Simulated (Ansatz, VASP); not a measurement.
**One calculation of TiO2, two programs**

POSCAR

```
TiO2
1.0
    5.5133445145      0.0000000000      0.0000000000
    0.0000000000      4.5455754848      0.0000000000
    0.0000000000      0.0000000000      4.8935984327
Ti O
4 8
Direct
    0.0741947636      0.2500000000      0.2043333333
    0.4258052364      0.2500000000      0.7043333333
    0.5741947636      0.7500000000      0.2043333333
    0.9258052364      0.7500000000      0.7043333333
    0.3681568615      0.0211153723      0.3735050158
    0.1318431385      0.0211153723      0.8735050158
    0.6318431385      0.5211153723      0.5351616509
    0.8681568615      0.5211153723      1.0351616509
    0.3681568615      0.4788846277      1.0351616509
    0.1318431385      0.4788846277      0.5351616509
    0.8681568615      0.9788846277      0.3735050158
    0.6318431385      0.9788846277      0.8735050158
```

Contents of INCAR.step1:

```
SYSTEM = TiO2
ALGO = Normal ; EDIFF = 1E-4
ENCUT = 520 ; GGA = PE
ISMEAR = 0 ; LASPH = .True.
LCHARG = .False. ; LREAL = .False.
LWAVE = .True. ; NBANDS = 60
NELM = 60 ; PREC = Accurate
SIGMA = 0.01
```

INCAR.step2

```
SYSTEM = TiO2
ALGO = Normal ; EDIFF = 1E-7
ENCUT = 520 ; ISIF = 2
ISMEAR = 0 ; ISTART = 1
LASPH = .True. ; LCHARG = .True.
LELF = .True. ; LMIXTAU = .True.
LREAL = .False. ; LVHAR = .True.
LWAVE = .False. ; METAGGA = R2SCAN
NBANDS = 60 ; NELM = 60
PREC = Accurate ; SIGMA = 0.01
```

The input KPOINTS:

```
k-points
0
Gamma
  6 6 6
  0 0 0
```

Input for Ansatz:

```yaml
crystal:
  lattice:
    - [5.5133445145, 0.0, 0.0]
    - [0.0, 4.5455754848, 0.0]
    - [0.0, 0.0, 4.8935984327]
  atoms:
    - { symbol: Ti, position: [0.0741947636, 0.25, 0.2043333333] }
    - { symbol: Ti, position: [0.4258052364, 0.25, 0.7043333333] }
    - { symbol: Ti, position: [0.5741947636, 0.75, 0.2043333333] }
    - { symbol: Ti, position: [0.9258052364, 0.75, 0.7043333333] }
    - { symbol: O, position: [0.3681568615, 0.0211153723, 0.3735050158] }
    - { symbol: O, position: [0.1318431385, 0.0211153723, 0.8735050158] }
    - { symbol: O, position: [0.6318431385, 0.5211153723, 0.5351616509] }
    - { symbol: O, position: [0.8681568615, 0.5211153723, 1.0351616509] }
    - { symbol: O, position: [0.3681568615, 0.4788846277, 1.0351616509] }
    - { symbol: O, position: [0.1318431385, 0.4788846277, 0.5351616509] }
    - { symbol: O, position: [0.8681568615, 0.9788846277, 0.3735050158] }
    - { symbol: O, position: [0.6318431385, 0.9788846277, 0.8735050158] }
kpoints:
  mp_grid: { grid: [6, 6, 6] }
  band_path:
    path:
      - [0.0, 0.0, 0.0]
      - [0.0, 0.5, 0.0]
      - [-0.5, 0.5, 0.0]
      - [-0.5, 0.0, 0.0]
      - [0.0, 0.0, 0.5]
      - [0.0, 0.5, 0.5]
      - [-0.5, 0.5, 0.5]
      - [-0.5, 0.0, 0.5]
      - [-0.05, 0.0, 0.0]
    npoints: 1
hamiltonian:
  xc: r2scan
scf:
  occupations: { method: fixed }
  n_extra_bands: 7
output:
  forces: true
  stress: true
  eigenvalues: true
```

Alike in both runs: task single point; functional r2SCAN; k mesh 6 × 6 × 6; no spin polarisation.

|  | VASP | Ansatz |
| --- | --- | --- |
| version | VASP 6.6.1 | Ansatz 0.2.0 |
| potentials or method | VASP PAW PBE potentials, release 64 (Ti_sv, O) | plane waves, PAW |
| plane-wave cutoff (eV) | 520 | 500 |
| occupations | gaussian, width 0.01 eV | fixed |
| valence electrons in the cell | 96 | 96 |

|  | VASP | Ansatz | Ansatz less VASP |
| --- | --- | --- | --- |
| gap on the k mesh at the Fermi level (eV) | 3.06 | 3.05 | -0.015 |
| pressure (GPa) | 1.3 | 0.0 | -1.31 |
| traceless stress, the component that is largest in VASP (GPa) | -0.25 | 0.00 | +0.249 |
| rms of the force components (eV/Å) | 0.049 | 0.000 | -0.0489 |

VASP's potentials were made for PBE, not for r2SCAN. Atom by atom the forces differ by 0.049 eV/Å (rms over components).
